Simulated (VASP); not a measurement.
# Au (Cmcm) in VASP: notebook

The runs below take Au through single point, with PBEsol.

Everything below comes from runs of VASP 6.6.1. Logs are shortened: lines on timing, memory, paths and dates and some standing lists are left out, and cuts for length are marked.

### 1 The cell of the first run

It takes space group Cmcm (No. 63, orthorhombic). The conventional cell has a = 3.242 Å, b = 4.585 Å, c = 4.585 Å, α = 90.00°, β = 90.00°, γ = 90.00°. Within 3.7 Å of Au (site symmetry m2m) lie 14 Au at 2.81 to 3.69 Å.

### 2 Single point, PBEsol (mode 4 (9.3 1/cm) frozen in, largest displacement +0.300 Å)

Contents of INCAR:

```
SYSTEM = Au
ALGO     = Fast           ! electronic algorithm
EDIFF    = 1E-7           ! SCF threshold, eV
ENCUT    = 520            ! plane-wave cutoff, eV
GGA      = PS             ! functional
ISIF     = 2              ! what is computed and relaxed
ISMEAR   = 0              ! smearing method
LASPH    = .True.         ! aspherical terms in the spheres
LCHARG   = .False.        ! write CHGCAR
LREAL    = .False.        ! projectors in reciprocal space
LWAVE    = .False.        ! write WAVECAR
NBANDS   = 18             ! bands
NELM     = 80             ! most SCF steps
PREC     = Accurate       ! precision mode
SIGMA    = 0.15           ! smearing width, eV
```

Contents of KPOINTS:

```
k-points
0
Gamma
  22 22 14
  0 0 0
```

Contents of POSCAR:

```
Au
1.0
   -1.6210733944      1.6210733944      1.6210733944
    1.6210733944     -1.6210733944      1.6210733944
    3.2421467888      3.2421467888      0.0000000000
Au
2
Direct
    0.0654294972     -0.0654294972      0.0000000000
    0.4345705028      0.5654294972      0.5000000000
```

Potentials or basis: VASP PAW PBE potentials, release 64 (Au).

The run is started by

```console
$ cat potpaw_PBE.64/Au/POTCAR > POTCAR
$ mpirun -np 1 vasp_std > vasp.out
```

OUTCAR:

```text
SYSTEM = Au
   EDIFF = 1E-7
   ENCUT = 520
   GGA = PS
   ISIF = 2
   ISMEAR = 0
   LASPH = .True.
   LREAL = .False.
   NELM = 80
   PREC = Accurate

 ion  position               nearest neighbor table
   1  0.065  0.935  0.000-   2 2.85   2 2.85   2 2.87   2 2.87   2 2.87   2 2.87
   2  0.435  0.565  0.500-   1 2.85   1 2.85   1 2.87   1 2.87   1 2.87   1 2.87

  LATTYP: Found a base centered orthorhombic cell.
 ALAT       =     3.2421467888
 B/A-ratio  =     1.4142135624
 C/A-ratio  =     1.4142135624

  Lattice vectors:

 A1 = (  -1.6210733944,   1.6210733944,   1.6210733944)
 A2 = (   1.6210733944,  -1.6210733944,   1.6210733944)
 A3 = (   3.2421467888,   3.2421467888,   0.0000000000)

Analysis of symmetry for initial positions (statically):
=====================================================================
 Subroutine PRICEL returns:
 Original cell was already a primitive cell.

 Routine SETGRP: Setting up the symmetry group for a
 base centered orthorhombic supercell.

 Subroutine GETGRP returns: Found  8 space group operations
 (whereof  4 operations were pure point group operations)
 out of a pool of  8 trial point group operations.

The static configuration has the point symmetry C_2v.
 The point group associated with its full space group is D_2h.

Analysis of symmetry for dynamics (positions and initial velocities):
=====================================================================
 Subroutine PRICEL returns:
 Original cell was already a primitive cell.

 Routine SETGRP: Setting up the symmetry group for a
 base centered orthorhombic supercell.

 Subroutine GETGRP returns: Found  8 space group operations
 (whereof  4 operations were pure point group operations)
 out of a pool of  8 trial point group operations.

The dynamic configuration has the point symmetry C_2v.
 The point group associated with its full space group is D_2h.

 Subroutine INISYM returns: Found  8 space group operations
 (whereof  4 operations are pure point group operations),
 and found     1 'primitive' translations

----------------------------------------------------------------------------------------

                                     Primitive cell

  volume of cell :      34.0799

  direct lattice vectors                    reciprocal lattice vectors
    -1.621073394  1.621073394  1.621073394    -0.154218804  0.154218804  0.308437608
     1.621073394 -1.621073394  1.621073394     0.154218804 -0.154218804  0.308437608
     3.242146789  3.242146789  0.000000000     0.154218804  0.154218804  0.000000000

  length of vectors
     2.807781482  2.807781482  4.585087960     0.377757378  0.377757378  0.218098324

  position of ions in fractional coordinates (direct lattice)
     0.065429497  0.934570503  0.000000000
     0.434570503  0.565429497  0.500000000

  ion indices of the primitive-cell ions
   primitive index   ion index
                 1           1
                 2           2

----------------------------------------------------------------------------------------

 KPOINTS: k-points

Automatic generation of k-mesh.
 Grid dimensions read from file:
 generate k-points for:   22   22   14

 Generating k-lattice:

  Cartesian coordinates                     Fractional coordinates (reciprocal lattice)
    -0.007009946  0.007009946  0.014019891     0.045454545  0.000000000  0.000000000
     0.007009946 -0.007009946  0.014019891     0.000000000  0.045454545  0.000000000
     0.011015629  0.011015629  0.000000000     0.000000000  0.000000000  0.071428571

  Length of vectors
     0.017170790  0.017170790  0.015578452

  Shift w.r.t. Gamma in fractional coordinates (k-lattice)
     0.000000000  0.000000000  0.000000000

 Subroutine IBZKPT returns following result:
 ===========================================

 Found   1064 irreducible k-points:

 Following reciprocal coordinates:
            Coordinates               Weight
  0.000000  0.000000  0.000000      1.000000
  0.045455  0.000000  0.000000      4.000000
  0.090909  0.000000  0.000000      4.000000
  0.136364  0.000000  0.000000      4.000000
  0.181818  0.000000  0.000000      4.000000
  0.227273  0.000000  0.000000      4.000000
[... 16 lines left out ...]
  0.500000  0.045455  0.000000      4.000000
 -0.454545  0.045455  0.000000      4.000000
 [... further k-points ...]
   k-points           NKPTS =   1064   k-points in BZ     NKDIM =   1064   number of bands    NBANDS=     18
   number of dos      NEDOS =    301   number of ions     NIONS =      2
   total plane-waves  NPLWV =  20736
   dimension x,y,z NGX =    24 NGY =   24 NGZ =   36
   dimension x,y,z NGXF=    48 NGYF=   48 NGZF=   72
   ions per type =               2
   NGX,Y,Z   is equivalent  to a cutoff of  14.21, 14.21, 13.05 a.u.
   NGXF,Y,Z  is equivalent  to a cutoff of  28.42, 28.42, 26.11 a.u.
 SYSTEM =  Au
   PREC   = accura    normal or accurate (medium, high low for compatibility)
   ISTART =      0    job   : 0-new  1-cont  2-samecut
   ICHARG =      2    charge: 1-file 2-atom 10-const
   ISPIN  =      1    spin polarized calculation?
   LNONCOLLINEAR =      F non collinear calculations
   LSORBIT =      F    spin-orbit coupling
   LASPH  =      T    aspherical Exc in radial PAW
   ENCUT  =  520.0 eV  38.22 Ry    6.18 a.u.   5.22  5.22  8.53*2*pi/ulx,y,z
   NELM   =     80;   NELMIN=  2; NELMDL= -5     # of ELM steps
   EDIFF  = 0.1E-06   stopping-criterion for ELM
   LREAL  =      F    real-space projection
   EDIFFG = 0.1E-05   stopping-criterion for IOM
   NSW    =      0    number of steps for IOM
   IBRION =     -1    ionic relax: 0-MD 1-quasi-New 2-CG
   NFREE  =      0    steps in history (QN), initial steepest desc. (CG)
   ISIF   =      2    stress and relaxation
   ISYM   =      2    0-nonsym 1-usesym 2-fastsym
   POTIM  = 0.5000    time-step for ionic-motion
   TEBEG  =    0.0;   TEEND  =   0.0 temperature during run
   PSTRESS=    0.0 pullay stress
   NELECT =      22.0000    total number of electrons
   NUPDOWN=      -1.0000    fix difference up-down
   EMIN   =  10.00;   EMAX   =-10.00  energy-range for DOS
   EFERMI =   0.00;   METHOD = LEGACY
   ISMEAR =     0;   SIGMA  =   0.15  broadening in eV -4-tet -1-fermi 0-gaus
   EFERMI_NEDOS =   21; number of points for ismear=-14 and -15
   IALGO  =     68    algorithm
   IMIX   =      4    mixing-type and parameters
     AMIX     =   0.40;   BMIX     =  1.00
     AMIX_MAG =   1.60;   BMIX_MAG =  1.00
  volume/ion in A,a.u.               =      17.04       114.99
  Fermi-wavevector in a.u.,A,eV,Ry     =   1.414869  2.673716 27.236900  2.001856
  Thomas-Fermi vector in A             =   2.536367
   LORBIT       =      0    0 simple, 1 ext, 2 COOP (PROOUT), +10 PAW based schemes
   GGA     = PS    functional components
   LHFCALC =     F    Hartree Fock is set to
   AEXX    =    0.0000 exact exchange contribution
   IVDW    =     0    specifies the selected vdW correction
   LEPSILON=     F    determine dielectric tensor
   LRPA    =     F    only Hartree local field effects (RPA)
 non-spin polarized calculation
 RMM-DIIS sequential band-by-band and
 Gauss-broadening in eV      SIGMA  =   0.15
  energy-cutoff  :      520.00
  volume of cell :       34.08
 maximum number of plane-waves:       936
 NGX is ok and might be reduce to    24
   NGX = 11   NGY = 11   NGZ = 17

 number of electron      22.0000000 magnetization

 Free energy of the ion-electron system (eV)
  ---------------------------------------------------
  ext. energy  EPLUGINS =         0.00000000
  ---------------------------------------------------
  free energy    TOTEN  =        -7.79048880 eV

  energy without entropy =       -7.78479374  energy(sigma->0) =       -7.78764127

 E-fermi :   9.2335     XC(G=0): -12.8777

 val. band max:        9.2320097273   @ k =  -0.4545   0.2273   0.4286
 cond. band min:       9.2379759797   @ k =  -0.4545   0.4545   0.0714
 fundamental gap:      0.0059662524
 Fermi energy:         9.2335214154

 k-point     1 :       0.0000    0.0000    0.0000
  band No.  band energies     occupation
      1      -0.6442      2.00000
      2       1.9964      2.00000
      3       3.4591      2.00000
      4       4.1840      2.00000
      5       4.7637      2.00000
      6       4.9857      2.00000
[... 10 lines left out ...]
     17      26.1285      0.00000
     18      27.1820      0.00000

 k-point     2 :       0.0455    0.0000    0.0000
  band No.  band energies     occupation
      1      -0.5874      2.00000
      2       2.0393      2.00000
      3       3.4681      2.00000
      4       4.2001      2.00000
      5       4.7838      2.00000
      6       4.9678      2.00000
[... 10 lines left out ...]
     17      26.2736      0.00000
     18      27.0791      0.00000

 k-point     3 :       0.0909    0.0000    0.0000
  band No.  band energies     occupation
      1      -0.4192      2.00000
      2       2.1606      2.00000
      3       3.4956      2.00000
      4       4.2400      2.00000
      5       4.8545      2.00000
      6       4.9063      2.00000
[... 10 lines left out ...]
     17      26.5111      0.00000
     18      26.7645      0.00000

 k-point     4 :       0.1364    0.0000    0.0000
  band No.  band energies     occupation
      1      -0.1470      2.00000
      2       2.3357      2.00000
      3       3.5467      2.00000
      4       4.2840      2.00000
      5       4.7769      2.00000
      6       5.0002      2.00000
[... 10 lines left out ...]
     17      26.3990      0.00000
     18      26.4346      0.00000

 k-point     5 :       0.1818    0.0000    0.0000
  band No.  band energies     occupation
      1       0.2157      2.00000
      2       2.5177      2.00000
      3       3.6388      2.00000
      4       4.3207      2.00000
      5       4.5554      2.00000
      6       5.2412      2.00000
[... 10 lines left out ...]
     17      25.7804      0.00000
     18      26.5710      0.00000

 k-point     6 :       0.2273    0.0000    0.0000
  band No.  band energies     occupation
      1       0.6472      2.00000
      2       2.6466      2.00000
      3       3.7984      2.00000
      4       4.2605      2.00000
      5       4.3579      2.00000
      6       5.1530      2.00000
[... 10 lines left out ...]
     17      24.8408      0.00000
     18      26.6218      0.00000

 k-point     7 :       0.2727    0.0000    0.0000
  band No.  band energies     occupation
      1       1.1145      2.00000
      2       2.6921      2.00000
      3       3.9472      2.00000
      4       4.0206      2.00000
      5       4.4184      2.00000
      6       4.9529      2.00000
[... 10 lines left out ...]
     17      23.9617      0.00000
     18      26.4920      0.00000

 k-point     8 :       0.3182    0.0000    0.0000
  band No.  band energies     occupation
      1       1.5704      2.00000
      2       2.6741      2.00000
      3       3.6600      2.00000
      4       4.2542      2.00000
      5       4.5343      2.00000
      6       4.7696      2.00000
[... 10 lines left out ...]
     17      23.0912      0.00000
     18      26.2305      0.00000
[... 229 lines left out ...]
     17      22.8955      0.00000
     18      25.9366      0.00000

 k-point    20 :       0.3636    0.0455    0.0000
  band No.  band energies     occupation
      1       2.0935      2.00000
      2       2.6347      2.00000
      3       3.3717      2.00000
      4       4.5679      2.00000
      5       4.6346      2.00000
      6       4.8184      2.00000
[... 10 lines left out ...]
     17      22.0176      0.00000
     18      25.6734      0.00000

 k-point    21 :       0.4091    0.0455    0.0000
  band No.  band energies     occupation
      1       2.3284      2.00000
      2       2.5963      2.00000
      3       3.2121      2.00000
      4       4.5087      2.00000
      5       4.7852      2.00000
      6       4.9480      2.00000
[... 10 lines left out ...]
     17      21.1938      0.00000
     18      25.4944      0.00000

 k-point    22 :       0.4545    0.0455    0.0000
  band No.  band energies     occupation
      1       2.4629      2.00000
      2       2.5677      2.00000
      3       3.1216      2.00000
      4       4.4255      2.00000
      5       4.9189      2.00000
      6       4.9895      2.00000
[... 10 lines left out ...]
     17      20.7217      0.00000
     18      25.4186      0.00000

 k-point    23 :       0.5000    0.0455    0.0000
  band No.  band energies     occupation
      1       2.5239      2.00000
      2       2.5408      2.00000
      3       3.1023      2.00000
      4       4.3881      2.00000
      5       4.9081      2.00000
      6       4.9464      2.00000
[... 10 lines left out ...]
     17      20.7788      0.00000
     18      25.4533      0.00000

 k-point    24 :      -0.4545    0.0455    0.0000
  band No.  band energies     occupation
      1       2.4318      2.00000
      2       2.5931      2.00000
      3       3.1543      2.00000
      4       4.3973      2.00000
      5       4.7233      2.00000
      6       4.8810      2.00000
[... 10 lines left out ...]
     17      21.0413      0.00000
     18      25.5973      0.00000

 [... further k-points ...]

------------------------ aborting loop because EDIFF is reached ----------------------------------------

  FORCE on cell =-STRESS in cart. coord.  units (eV):
  Direction    XX          YY          ZZ          XY          YZ          ZX
  --------------------------------------------------------------------------------------
  -------------------------------------------------------------------------------------
  Total        0.4362954      0.4362954     -0.0972555      0.0476697      0.0000000     -0.0000000
  in kB       20.5113002     20.5113002     -4.5722156      2.2410673      0.0000000     -0.0000000
  external PRESSURE =      12.1501283 kB  Pullay stress =       0.0000000 kB

 VOLUME and BASIS-vectors are now :
 -----------------------------------------------------------------------------
  energy-cutoff  :      520.00
  volume of cell :       34.08
      direct lattice vectors                 reciprocal lattice vectors
    -1.621073394  1.621073394  1.621073394    -0.154218804  0.154218804  0.308437608
     1.621073394 -1.621073394  1.621073394     0.154218804 -0.154218804  0.308437608
     3.242146789  3.242146789  0.000000000     0.154218804  0.154218804  0.000000000

 POSITION                                       TOTAL-FORCE (eV/Angst)
 -----------------------------------------------------------------------------------
      1.40894     -1.40894      1.62107         0.092801     -0.092801      0.000000
      1.83321      1.40894      1.62107        -0.092801      0.092801      0.000000
 -----------------------------------------------------------------------------------
    total drift:                                0.000000      0.000000      0.000000

  FREE ENERGIE OF THE ION-ELECTRON SYSTEM (eV)
  ---------------------------------------------------
  free  energy   TOTEN  =        -7.7904888019 eV

  energy  without entropy=       -7.7847937370  energy(sigma->0) =       -7.78764127
```

It took 5.1 min on 1 thread of AMD EPYC 9R45 (Zen 5), shared host; peak memory 0.56 GiB.

Results:

```
Free energy            : -7.7905 eV
Pressure               : 1.2 GPa
Largest force          : 0.131 eV/Å
Band gap on the k mesh : zero (band 11 reaches 13.23 eV, above the bottom of band 12 at 6.91 eV)
```

Forces in eV/Å, atoms in the order of the input:
```
Au   0.093 -0.093  0.000
Au  -0.093  0.093  0.000
```

Caveat: the cell differs from its parent crystal (mode 4 (9.3 1/cm) frozen in, largest displacement +0.300 Å); the PAW data sets were made with another functional, which shifts forces and pressure a little; spin-orbit coupling is left out, which moves the levels of the heavy elements.

[end of part 1 of 2]
